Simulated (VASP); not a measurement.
Write the native input for VASP 6.6.1 that does the following.

| Quantity | Value |
| --- | --- |
| Task | single point |
| Functional | r2SCAN |
| Potentials or basis | VASP PAW PBE potentials, release 64 (Pt_sv_GW) |
| Cutoff | 550 eV |
| k mesh | 12 × 12 × 12 |
| Occupations | fermi-dirac, width 0.05 eV |
| Spin | no spin polarisation |
| Dipole correction | no |
| Second run | valence_matched |
| Further INCAR settings | ALGO = Normal; EDIFF = 1e-06; NBANDS = 15 |

Crystal: Pt.

```
Pt
1.0
    -1.59471    1.59471    1.59471
     1.59471   -1.59471    1.59471
     1.59471    1.59471   -1.59471
Pt
1
Direct
  0.00000 0.00000 0.00000
```

One way to write it, as run:

POSCAR

```
Pt
1.0
   -1.5947118289      1.5947118289      1.5947118289
    1.5947118289     -1.5947118289      1.5947118289
    1.5947118289      1.5947118289     -1.5947118289
Pt
1
Direct
    0.0000000000      0.0000000000      0.0000000000
```

INCAR.step1

```
PREC = Accurate
ENCUT = 550
ISMEAR = -1
SIGMA = 0.05
LREAL = False
LASPH = True
NELM = 120
NBANDS = 15
GGA = PE
ALGO = Normal
EDIFF = 1E-5
LWAVE = True
LCHARG = False
GGA_COMPAT = False
```

INCAR.step2

```
PREC = Accurate
ENCUT = 550
EDIFF = 1E-6
ISMEAR = -1
SIGMA = 0.05
LREAL = False
LASPH = True
NELM = 120
ALGO = Normal
ISIF = 2
LWAVE = False
LCHARG = False
METAGGA = R2SCAN
LMIXTAU = True
NBANDS = 15
ISTART = 1
GGA_COMPAT = False
```

KPOINTS

```
Automatic mesh
0
Gamma
  12 12 12
```

Potentials or basis: VASP PAW PBE potentials, release 64 (Pt_sv_GW).

Run with:

```console
$ cat potpaw_PBE.64/Pt_sv_GW/POTCAR > POTCAR
$ cp INCAR.step1 INCAR
$ mpirun -np 1 vasp_std > vasp.out
$ cp INCAR.step2 INCAR
$ mpirun -np 1 vasp_std > vasp.out
```

It gave:

```
Pressure               : -12.9 GPa
Band gap on the k mesh : zero (band 9 reaches 10.02 eV, above the bottom of band 10 at 7.80 eV)
```

Caveat: the PAW data sets were made with another functional, which shifts forces and pressure a little; spin-orbit coupling is left out, which moves the levels of the heavy elements.

Wall time 59 s on 1 thread of AMD EPYC 9R45 96-Core Processor (Zen 5), on a shared host, peak memory 0.13 GiB.
